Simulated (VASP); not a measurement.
A run of VASP 6.6.1:

The input INCAR:

```
PREC = Accurate ; ENCUT = 520
EDIFF = 1E-7 ; ISMEAR = -1
SIGMA = 0.1 ; LREAL = False
LASPH = True ; NELM = 60
ALGO = Normal ; ISIF = 2
LWAVE = False ; LCHARG = True
GGA = RE ; LELF = True
LVHAR = True ; NBANDS = 28
```

The input KPOINTS:

```
regular mesh
0
Gamma
  16 16 5
```

POSCAR

```
Ni
1.0
    2.5339916804      0.0000000000      0.0000000000
   -1.2669958402      2.1945011682      0.0000000000
    0.0000000000      0.0000000000      8.3024077450
Ni
4
Direct
    0.0000000000      0.0000000000      0.0000000000
    0.0000000000      0.0000000000      0.5000000000
    0.3333333333      0.6666666667      0.2500000000
    0.6666666667      0.3333333333      0.7500000000
```

Potentials or basis: VASP PAW PBE potentials, release 64 (Ni).

Run with:

```sh
$ cat potpaw_PBE.64/Ni/POTCAR > POTCAR
$ mpirun -np 1 vasp_std > vasp.out
```

Hardware: 1 thread of AMD EPYC 7R13 (shared host).

Estimate the wall time of this run.

Run time: 4 min on 1 thread of AMD EPYC 7R13, on a shared host, peak memory 0.19 GiB. Counts: scf iterations 17, k points 90.
